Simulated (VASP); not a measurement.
Ru:

```
Ru
1.0
     2.72372    0.00000    0.00000
    -1.36186    2.35881    0.00000
     0.00000    0.00000    4.31026
Ru
2
Direct
  0.66667 0.33333 0.75000
  0.33333 0.66667 0.25000
```

This cell differs from its parent crystal: volume scaled by 1.02.

Base run:

```yaml
Program: VASP 6.6.1
Functional: PBE
Potentials_or_basis: VASP PAW PBE potentials, release 64 (Ru_pv)
Cutoff: 520 eV
k_mesh: 11 × 11 × 6
Occupations: fermi-dirac, width 0.05 eV
Spin: no spin polarisation
```

Its results: band gap on the k mesh zero (band 14 reaches 13.93 eV, above the bottom of band 15 at 10.96 eV); pressure -1.8 GPa.

**Question.** The run is repeated on the same cell with these changes: dispersion from none to D4. What comes out?

**Answer.** Band gap on the k mesh zero (band 14 reaches 13.93 eV, above the bottom of band 15 at 10.96 eV); pressure -7.5 GPa.

Dispersion adds attraction, which lowers the pressure at fixed volume and, as a term added to the energy, leaves the levels alone.

Caveats: pairwise dispersion overbinds metals, which lowers pressure and volume (some runs).
